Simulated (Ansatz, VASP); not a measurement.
**F in VASP and in Ansatz**

INCAR

```
PREC     = Accurate       # precision mode
ENCUT    = 520            # plane-wave cutoff, eV
EDIFF    = 1E-6           # SCF threshold, eV
ISMEAR   = 0              # smearing method
SIGMA    = 0.05           # smearing width, eV
LREAL    = F              # projectors in reciprocal space
LASPH    = T              # aspherical terms in the spheres
NELM     = 60             # most SCF steps
ALGO     = Normal         # electronic algorithm
ISIF     = 2              # what is computed and relaxed
LWAVE    = F              # write WAVECAR
LCHARG   = T              # write CHGCAR
GGA      = PS             # functional
LELF     = T              # ELF
LVHAR    = T            
NBANDS   = 22             # bands
```

The input KPOINTS:

```
Automatic mesh
0
Gamma
  4 4 2
```

POSCAR

```
F
1.0
    3.1181589562     -1.8804961383     -0.2404993186
    3.1181589562      1.8804961383     -0.2404993186
   -2.3181628303      0.0000000000      7.5199130226
F
4
Direct
    0.0848459664      0.0848459664      0.0940038325
    0.9151540336      0.9151540336      0.9059961675
    0.5015719855      0.5015719855      0.5937195244
    0.4984280145      0.4984280145      0.4062804756
```

Input for Ansatz:

```yaml
crystal:
  lattice:
    - [3.1181589562, -1.8804961383, -0.2404993186]
    - [3.1181589562, 1.8804961383, -0.2404993186]
    - [-2.3181628303, 0.0, 7.5199130226]
  atoms:
    - { symbol: F, position: [0.0848459664, 0.0848459664, 0.0940038325] }
    - { symbol: F, position: [0.9151540336, 0.9151540336, 0.9059961675] }
    - { symbol: F, position: [0.5015719855, 0.5015719855, 0.5937195244] }
    - { symbol: F, position: [0.4984280145, 0.4984280145, 0.4062804756] }
basis:
  ecutwfc: 520.0
kpoints:
  mp_grid: { grid: [4, 4, 2] }
hamiltonian:
  xc: pbesol
scf:
  occupations: { method: gaussian, width: 0.05 }
output:
  forces: true
  stress: true
  eigenvalues: true
```

Change from the starting cell: volume 21.523 Å^3 an atom, stretch along a over the lengths across it, relative to the relaxed cell 0.9530.

Alike in both runs: task single point; functional PBEsol; k mesh 4 × 4 × 2; occupations gaussian, width 0.05 eV; no spin polarisation.

```csv
,VASP,Ansatz
version,VASP 6.6.1,Ansatz 0.2.0
potentials or method,"VASP PAW PBE potentials, release 64 (F), cutoff 520 eV","scalar-relativistic, plane waves, PAW"
valence electrons in the cell,28,28
```

|  | VASP | Ansatz | Ansatz less VASP |
| --- | --- | --- | --- |
| gap on the k mesh at the Fermi level (eV) | 2.34 | 2.40 | +0.064 |
| least direct gap on the mesh (eV) | 2.39 | 2.45 | +0.064 |
| pressure (GPa) | -3.8 | -3.9 | -0.13 |
| traceless stress, the component that is largest in VASP (GPa) | -5.28 | -6.21 | -0.928 |
| rms of the force components (eV/Å) | 1.011 | 1.186 | +0.1746 |

VASP's potentials were made for PBE, not for PBEsol. Atom by atom the forces differ by 0.175 eV/Å (rms over components).

The k mesh is coarse, so the values compare programs but aren't converged.
